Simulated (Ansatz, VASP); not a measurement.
**One calculation of Ta2H, two programs**

```xyz
3
Lattice="3.2341 0.0000 0.0000 0.0000 3.2341 0.0000 0.0000 0.0000 3.5771" Properties=species:S:1:pos:R:3 pbc="T T T"
Ta    1.6170    0.0000    2.4591
Ta    0.0000    1.6170    1.1180
H     0.0000    0.0000    0.0000
```

Alike in both runs: task single point; functional r2SCAN; k mesh 12 × 12 × 12; occupations gaussian, width 0.1 eV; no spin polarisation.

|  | VASP | Ansatz |
| --- | --- | --- |
| version | VASP 6.6.1 | Ansatz 0.2.0 |
| potentials or method | VASP PAW PBE potentials, release 64 (Ta_pv, H), cutoff 520 eV | scalar-relativistic, plane waves, PAW |
| valence electrons in the cell | 23 | 27 |

|  | VASP | Ansatz | Ansatz less VASP |
| --- | --- | --- | --- |
| gap on the k mesh at the Fermi level (eV) | none | none | - |
| pressure (GPa) | 18.5 | 17.7 | -0.81 |
| traceless stress, the component that is largest in VASP (GPa) | -12.65 | -12.68 | -0.029 |
| rms of the force components (eV/Å) | 2.017 | 2.020 | +0.0032 |

VASP's potentials were made for PBE, not for r2SCAN. Atom by atom the forces differ by 0.003 eV/Å (rms over components). A gap of «none» marks a metal or a gap that the smearing closes. With one functional, cell and mesh, what is left measures potentials, basis and numerics. VASP's potentials hold 23 valence electrons a cell and Ansatz's 27, so a difference there can come from the potentials and not from the codes.

Neither program's run includes spin-orbit coupling.
